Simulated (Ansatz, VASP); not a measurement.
**Two plane-wave programs on TiO2**

```
Ti O
1.0
     4.57319    0.00000    0.00000
     0.00000    5.57299    0.00000
     0.00000    0.00000    4.92916
Ti O
4 8
Direct
  0.00000 0.17674 0.25000
  0.50000 0.32326 0.75000
  0.00000 0.82326 0.75000
  0.50000 0.67674 0.25000
  0.27101 0.38020 0.41903
  0.22899 0.11980 0.91903
  0.77101 0.11980 0.58097
  0.72899 0.38020 0.08097
  0.72899 0.61980 0.58097
  0.77101 0.88020 0.08097
  0.22899 0.88020 0.41903
  0.27101 0.61980 0.91903
```

Alike in both runs: functional PBE; k mesh 4 × 4 × 4; occupations gaussian, width 0.1 eV; no spin polarisation.

Ansatz relaxed the structure, and its values are those at the end. VASP's run is a single point on that final structure, the one shown.

```csv
,VASP,Ansatz
version,VASP 6.6.1,Ansatz 0.2.0
potentials or method,"VASP PAW PBE potentials, release 64 (Ti_sv, O), cutoff 520 eV","scalar-relativistic, plane waves, PAW"
valence electrons in the cell,96,96
```

```tsv
	VASP	Ansatz	Ansatz less VASP
gap on the k mesh at the Fermi level (eV)	2.59	2.61	+0.022
least direct gap on the mesh (eV)	2.64	2.66	+0.024
pressure (GPa)	0.8	0.1	-0.72
rms of the force components (eV/Å)	0.024	0.005	-0.0186
```
